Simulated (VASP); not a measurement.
A run of VASP 6.6.1 is set up as follows.

INCAR

```
ALGO = Fast
EDIFF = 1E-6
ENCUT = 520
GGA = PE
ISIF = 2
ISMEAR = 0
IVDW = 12
LASPH = T
LCHARG = T
LELF = T
LREAL = F
LVHAR = T
LWAVE = F
NBANDS = 12
NELM = 60
PREC = Accurate
SIGMA = 0.1
```

KPOINTS

```
k-points
0
Gamma
  16 16 16
```

POSCAR

```
Hg
1.0
    0.0000000000      2.3168736619      2.3168736619
    2.3168736619      0.0000000000      2.3168736619
    2.3168736619      2.3168736619      0.0000000000
Hg
1
Direct
    0.0000000000      0.0000000000      0.0000000000
```

Potentials or basis: VASP PAW PBE potentials, release 64 (Hg).

Run with:

```bash
$ cat potpaw_PBE.64/Hg/POTCAR > POTCAR
$ mpirun -np 1 vasp_std > vasp.out
```

Question: Estimate the pressure.

Answer: 0.3 GPa.

Question: Predict the dispersion energy per atom.

Answer: -0.421 eV.

Question: Predict the band gap on the k mesh.

Answer: Zero (band 6 reaches 2.55 eV, above the bottom of band 7 at 0.96 eV).

Caveat: spin-orbit coupling is left out, which moves the levels of the heavy elements; pairwise dispersion overbinds metals, which lowers pressure and volume.
